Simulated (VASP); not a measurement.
# ZnSe (zincblende type): relaxation of cell and atoms with PBE

Crystal: ZnSe (zincblende type).

```xyz
2
Lattice="0.0000 2.8518 2.8518 2.8518 0.0000 2.8518 2.8518 2.8518 0.0000" Properties=species:S:1:pos:R:3 pbc="T T T"
Zn    0.0000    0.0000    0.0000
Se    1.4259    1.4259    1.4259
```

```json
{"Program": "VASP 6.6.1", "Task": "relaxation of cell and atoms", "Functional": "PBE", "Potentials or basis": "VASP PAW PBE potentials, release 64 (Zn, Se)", "Cutoff": "600 eV", "k mesh": "12 × 12 × 12", "Occupations": "fermi-dirac, width 0.08 eV", "Spin": "no spin polarisation", "Target pressure": "0.043 GPa", "Dipole correction": "no", "Further INCAR settings": "ALGO = Normal; EDIFF = 1e-07; IBRION = 2; EDIFFG = -0.005; NSW = 60; ISIF = 3"}
```

The relaxed volume is 23.61 Å³/atom and the relaxed cell is a = 4.057 Å, b = 4.057 Å, c = 4.057 Å, α = 60.00°, β = 60.00°, γ = 60.00°. The space group after relaxing (to 0.1 Å) is F-43m (No. 216). The energy change on relaxing (the run minimises the enthalpy) is -1.5 meV/atom, the ionic steps are 3 and the pressure after relaxing is 0.0 GPa. The band gap on the k mesh is 1.14 eV.

Step by step:
```
step  energy change (eV)  largest force (eV/Å)  pressure (GPa)  volume (Å³)
   1              0.0000                0.0000            1.11        46.39
   2             -0.0028                0.0000           -0.21        47.43
   3             -0.0029                0.0000            0.05        47.22
```

Final structure:
```cif
data_structure
_symmetry_space_group_name_H-M 'P 1'
_symmetry_Int_Tables_number 1
_cell_length_a 4.0570
_cell_length_b 4.0570
_cell_length_c 4.0570
_cell_angle_alpha 60.000
_cell_angle_beta 60.000
_cell_angle_gamma 60.000
_cell_volume 47.22
loop_
_atom_site_label
_atom_site_type_symbol
_atom_site_fract_x
_atom_site_fract_y
_atom_site_fract_z
_atom_site_occupancy
Zn1 Zn 0.00000 0.00000 0.00000 1
Se1 Se 0.25000 0.25000 0.25000 1
```

Levels at points of the mesh, in eV from the valence-band top:
| k point | band 6 | band 7 | band 8 | band 9 | band 10 | band 11 | band 12 | band 13 |
| --- | --- | --- | --- | --- | --- | --- | --- | --- |
| (0.00, 0.00, 0.00) | -6.08 | 0.00 | 0.00 | 0.00 | 1.14 | 5.81 | 5.81 | 5.81 |
| (0.50, 0.00, 0.00) | -5.94 | -5.00 | -0.82 | -0.82 | 2.48 | 6.39 | 6.39 | 8.47 |
| (0.50, 0.50, 0.00) | -5.92 | -4.59 | -2.06 | -2.06 | 3.07 | 3.46 | 10.48 | 11.00 |

It took 79 s on 1 thread of AMD EPYC 7R43 64-Core Processor (Zen 3), with other jobs on the host, peak memory 0.19 GiB.

Caveat: the cell is relaxed towards a set pressure, so the run minimises the enthalpy, not the energy.
